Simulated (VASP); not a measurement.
# BiSe4 (I4/mmm) in VASP: single point with PBE

Aim: the single point of BiSe4 with PBE.

Everything below comes from runs of VASP 6.6.1. Logs are shortened: lines on timing, memory, paths and dates and some standing lists are left out, and cuts for length are marked.

## (1) The cell of the first run

Symmetry: I4/mmm, No. 139, tetragonal system. Conventional cell: a = 5.691 Å, b = 5.691 Å, c = 8.603 Å, α = 90.00°, β = 90.00°, γ = 90.00°. Bi (site symmetry 4/mmm) has 6 Se at 2.85 to 2.96 Å within 3.7 Å. Within 3.5 Å of Se (site symmetry 4mm) lie 5 Se at 2.69 to 3.15 Å and 1 Bi at 2.96 Å. Within 3.7 Å of Se (site symmetry mmm) lie 2 Bi at 2.85 Å and 4 Se at 3.15 Å.

## (2) Single point, PBE

Contents of INCAR:

```
PREC = Accurate
ENCUT = 520
EDIFF = 1E-6
ISMEAR = 0
SIGMA = 0.2
LREAL = False
LASPH = True
NELM = 100
ALGO = Normal
ISIF = 2
LWAVE = False
LCHARG = True
GGA = PE
LELF = True
LVHAR = True
NBANDS = 28
```

Contents of KPOINTS:

```
regular mesh
0
Gamma
  4 4 4
```

Contents of POSCAR:

```
BiSe4
1.0
   -2.8453662928      2.8453662928      4.3015453689
    2.8453662928     -2.8453662928      4.3015453689
    2.8453662928      2.8453662928     -4.3015453689
Bi Se
1 4
Direct
    0.0000000000      0.0000000000      0.0000000000
    0.3438877696      0.3438877696      0.0000000000
    0.6561122304      0.6561122304      0.0000000000
    0.5000000000      0.0000000000      0.5000000000
    0.0000000000      0.5000000000      0.5000000000
```

Potentials or basis: VASP PAW PBE potentials, release 64 (Bi_d, Se).

Run with:

```sh
$ cat potpaw_PBE.64/Bi_d/POTCAR potpaw_PBE.64/Se/POTCAR > POTCAR
$ mpirun -np 1 vasp_std > vasp.out
```

OUTCAR:

```text
PREC = Accurate
   ENCUT = 520
   EDIFF = 1E-6
   ISMEAR = 0
   LREAL = False
   LASPH = True
   NELM = 100
   ISIF = 2
   GGA = PE

 ion  position               nearest neighbor table
   1  0.000  0.000  0.000-   4 2.85   5 2.85   5 2.85   4 2.85   2 2.96   3 2.96
   2  0.344  0.344  0.000-   3 2.69   1 2.96
   3  0.656  0.656  0.000-   2 2.69   1 2.96
   4  0.500  0.000  0.500-   1 2.85   1 2.85
   5  0.000  0.500  0.500-   1 2.85   1 2.85

  LATTYP: Found a body centered tetragonal cell.
 ALAT       =     5.6907325856
 C/A-ratio  =     1.5117720976

  Lattice vectors:

 A1 = (  -2.8453662928,   2.8453662928,   4.3015453689)
 A2 = (   2.8453662928,  -2.8453662928,   4.3015453689)
 A3 = (   2.8453662928,   2.8453662928,  -4.3015453689)

Analysis of symmetry for initial positions (statically):
=====================================================================
 Subroutine PRICEL returns:
 Original cell was already a primitive cell.

 Routine SETGRP: Setting up the symmetry group for a
 body centered tetragonal supercell.

 Subroutine GETGRP returns: Found 16 space group operations
 (whereof 16 operations were pure point group operations)
 out of a pool of 16 trial point group operations.

The static configuration has the point symmetry D_4h.

Analysis of symmetry for dynamics (positions and initial velocities):
=====================================================================
 Subroutine PRICEL returns:
 Original cell was already a primitive cell.

 Routine SETGRP: Setting up the symmetry group for a
 body centered tetragonal supercell.

 Subroutine GETGRP returns: Found 16 space group operations
 (whereof 16 operations were pure point group operations)
 out of a pool of 16 trial point group operations.

The dynamic configuration has the point symmetry D_4h.

 Subroutine INISYM returns: Found 16 space group operations
 (whereof 16 operations are pure point group operations),
 and found     1 'primitive' translations

----------------------------------------------------------------------------------------

                                     Primitive cell

  volume of cell :     139.3031

  direct lattice vectors                    reciprocal lattice vectors
    -2.845366293  2.845366293  4.301545369     0.000000000  0.175724300  0.116237295
[... 80 lines left out ...]
   EDIFF  = 0.1E-05   stopping-criterion for ELM
   LREAL  =      F    real-space projection
   EDIFFG = 0.1E-04   stopping-criterion for IOM
   NSW    =      0    number of steps for IOM
   IBRION =     -1    ionic relax: 0-MD 1-quasi-New 2-CG
   NFREE  =      0    steps in history (QN), initial steepest desc. (CG)
   ISIF   =      2    stress and relaxation
   ISYM   =      2    0-nonsym 1-usesym 2-fastsym
   POTIM  = 0.5000    time-step for ionic-motion
   TEBEG  =    0.0;   TEEND  =   0.0 temperature during run
   PSTRESS=    0.0 pullay stress
   NELECT =      39.0000    total number of electrons
   NUPDOWN=      -1.0000    fix difference up-down
   EMIN   =  10.00;   EMAX   =-10.00  energy-range for DOS
   EFERMI =   0.00;   METHOD = LEGACY
   ISMEAR =     0;   SIGMA  =   0.20  broadening in eV -4-tet -1-fermi 0-gaus
   EFERMI_NEDOS =   21; number of points for ismear=-14 and -15
   IALGO  =     38    algorithm
   IMIX   =      4    mixing-type and parameters
     AMIX     =   0.40;   BMIX     =  1.00
     AMIX_MAG =   1.60;   BMIX_MAG =  1.00
  volume/ion in A,a.u.               =      27.86       188.01
  Fermi-wavevector in a.u.,A,eV,Ry     =   1.070967  2.023834 15.605478  1.146970
  Thomas-Fermi vector in A             =   2.206693
   LORBIT       =      0    0 simple, 1 ext, 2 COOP (PROOUT), +10 PAW based schemes
   GGA     = PE    functional components
   LHFCALC =     F    Hartree Fock is set to
   AEXX    =    0.0000 exact exchange contribution
   IVDW    =     0    specifies the selected vdW correction
   LEPSILON=     F    determine dielectric tensor
   LRPA    =     F    only Hartree local field effects (RPA)
 non-spin polarized calculation
 Gauss-broadening in eV      SIGMA  =   0.20
  energy-cutoff  :      520.00
  volume of cell :      139.30
 maximum number of plane-waves:      3772
 NGX is ok and might be reduce to    48
   NGX = 21   NGY = 21   NGZ = 21

 number of electron      39.0000001 magnetization

 Free energy of the ion-electron system (eV)
  ---------------------------------------------------
  ext. energy  EPLUGINS =         0.00000000
  ---------------------------------------------------
  free energy    TOTEN  =       -16.24342197 eV

  energy without entropy =      -16.13323663  energy(sigma->0) =      -16.18832930

 E-fermi :   3.7763     XC(G=0):  -9.2798

 val. band max:        3.7366248304   @ k =   0.5000   0.5000   0.2500
 cond. band min:       3.7935020298   @ k =   0.2500  -0.0000   0.0000
 fundamental gap:      0.0568771993
 Fermi energy:         3.7763025228

 k-point     1 :       0.0000    0.0000    0.0000
  band No.  band energies     occupation
      1     -19.4668      2.00000
      2     -19.4233      2.00000
      3     -19.3669      2.00000
      4     -19.3529      2.00000
      5     -19.3529      2.00000
      6     -10.9540      2.00000
[... 392 lines left out ...]
     27      10.0896      0.00000
     28      10.4708      0.00000

------------------------ aborting loop because EDIFF is reached ----------------------------------------

  FORCE on cell =-STRESS in cart. coord.  units (eV):
  Direction    XX          YY          ZZ          XY          YZ          ZX
  --------------------------------------------------------------------------------------
  -------------------------------------------------------------------------------------
  Total       -0.2029261     -0.2029261     -0.0517921      0.0000000      0.0000000     -0.0000000
  in kB       -2.3339291     -2.3339291     -0.5956809      0.0000000      0.0000000     -0.0000000
  external PRESSURE =      -1.7545130 kB  Pullay stress =       0.0000000 kB

 VOLUME and BASIS-vectors are now :
 -----------------------------------------------------------------------------
  energy-cutoff  :      520.00
  volume of cell :      139.30
      direct lattice vectors                 reciprocal lattice vectors
    -2.845366293  2.845366293  4.301545369     0.000000000  0.175724300  0.116237295
     2.845366293 -2.845366293  4.301545369     0.175724300  0.000000000  0.116237295
     2.845366293  2.845366293 -4.301545369     0.175724300  0.175724300  0.000000000

 POSITION                                       TOTAL-FORCE (eV/Angst)
 -----------------------------------------------------------------------------------
      0.00000      0.00000      0.00000         0.000000      0.000000      0.000000
      0.00000      0.00000      2.95850        -0.000000     -0.000000      0.071717
      0.00000      0.00000      5.64459        -0.000000     -0.000000     -0.071717
      0.00000      2.84537      0.00000         0.000000      0.000000      0.000000
      2.84537      0.00000      0.00000         0.000000      0.000000      0.000000
 -----------------------------------------------------------------------------------
    total drift:                               -0.000000     -0.000000      0.000000

  FREE ENERGIE OF THE ION-ELECTRON SYSTEM (eV)
  ---------------------------------------------------
  free  energy   TOTEN  =       -16.2434219672 eV

  energy  without entropy=      -16.1332366256  energy(sigma->0) =      -16.18832930
```

OSZICAR:

```text
N       E                     dE             d eps       ncg     rms          rms(c)
DAV:   1     0.316831711083E+03    0.31683E+03   -0.17219E+04   728   0.128E+03
DAV:   2     0.146455991688E+02   -0.30219E+03   -0.29140E+03   864   0.309E+02
DAV:   3    -0.154878174119E+02   -0.30133E+02   -0.29631E+02   928   0.106E+02
DAV:   4    -0.164443379759E+02   -0.95652E+00   -0.94870E+00   860   0.214E+01
DAV:   5    -0.164735875273E+02   -0.29250E-01   -0.29241E-01  1064   0.350E+00    0.490E+00
DAV:   6    -0.162520799964E+02    0.22151E+00   -0.42942E-01   976   0.416E+00    0.299E+00
DAV:   7    -0.162426833872E+02    0.93966E-02   -0.12626E-01   904   0.156E+00    0.110E+00
DAV:   8    -0.162432024348E+02   -0.51905E-03   -0.14396E-02   876   0.910E-01    0.214E-01
DAV:   9    -0.162433391008E+02   -0.13667E-03   -0.14767E-03   816   0.235E-01    0.626E-02
DAV:  10    -0.162434031747E+02   -0.64074E-04   -0.30399E-04   904   0.958E-02    0.324E-02
DAV:  11    -0.162434206814E+02   -0.17507E-04   -0.65151E-05   924   0.583E-02    0.935E-03
DAV:  12    -0.162434219724E+02   -0.12910E-05   -0.98855E-06   832   0.204E-02    0.305E-03
DAV:  13    -0.162434219672E+02    0.51705E-08   -0.16709E-06   624   0.669E-03
   1 F= -.16243422E+02 E0= -.16188329E+02  d E =-.110185E+00
```

It took 63 s on 1 thread of Intel Xeon Platinum 8488C (Sapphire Rapids), shared host; peak memory 0.32 GiB.

What came out:

- Free energy: -16.2434 eV
- Pressure: -0.2 GPa
- Largest force: 0.072 eV/Å

Forces in eV/Å, atoms in the order of the input:
```
Bi   0.000  0.000  0.000
Se   0.000  0.000  0.072
Se   0.000  0.000 -0.072
Se   0.000  0.000  0.000
Se   0.000  0.000  0.000
```

Caveat: the k points lie up to 0.39 Å⁻¹ apart; spin-orbit coupling is left out, which moves the levels of the heavy elements.
